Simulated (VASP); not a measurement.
Write the native input for VASP 6.6.1 that does the following.

```yaml
Task: single point
Functional: PBE
Dispersion: D3(BJ)
Potentials_or_basis: VASP PAW PBE potentials, release 64 (Se)
Cutoff: 520 eV
k_mesh: 9 × 9 × 8
Occupations: gaussian, width 0.05 eV
Spin: no spin polarisation
Dipole_correction: no
Further_INCAR_settings: ALGO = Normal; EDIFF = 1e-06; NBANDS = 16
```

The structure of Se lies in POSCAR:

```
Se
1.0
    4.0681465822      0.0000000000      0.0000000000
   -2.0340732911      3.5231182865      0.0000000000
    0.0000000000      0.0000000000      5.1277306245
Se
3
Direct
    0.2473450684      0.0000000000      0.3333333333
    0.0000000000      0.2473450684      0.6666666667
    0.7526549316      0.7526549316      0.0000000000
```

These files were run (other wordings do the same):

INCAR

```
SYSTEM = Se
PREC = Accurate
ENCUT = 520
EDIFF = 1E-6
ISMEAR = 0
SIGMA = 0.05
LREAL = .FALSE.
LASPH = .TRUE.
NELM = 100
ALGO = Normal
ISIF = 2
LWAVE = .FALSE.
LCHARG = .TRUE.
GGA = PE
IVDW = 12
LELF = .TRUE.
LVHAR = .TRUE.
NBANDS = 16
```

KPOINTS

```
regular mesh
0
G
  9 9 8
  0 0 0
```

Potentials or basis: VASP PAW PBE potentials, release 64 (Se).

Command:

```sh
$ cat potpaw_PBE.64/Se/POTCAR > POTCAR
$ mpirun -np 1 vasp_std > vasp.out
```

It gave:

```
Pressure                   : 0.1 GPa
Largest force              : 0.018 eV/Å
Band gap on the k mesh     : 0.53 eV, direct
Dispersion energy per atom : -0.356 eV
```

Run time: 80 s on 1 thread of AMD EPYC 7R13 Processor (Zen 3), with other jobs on the host, peak memory 0.2 GiB.
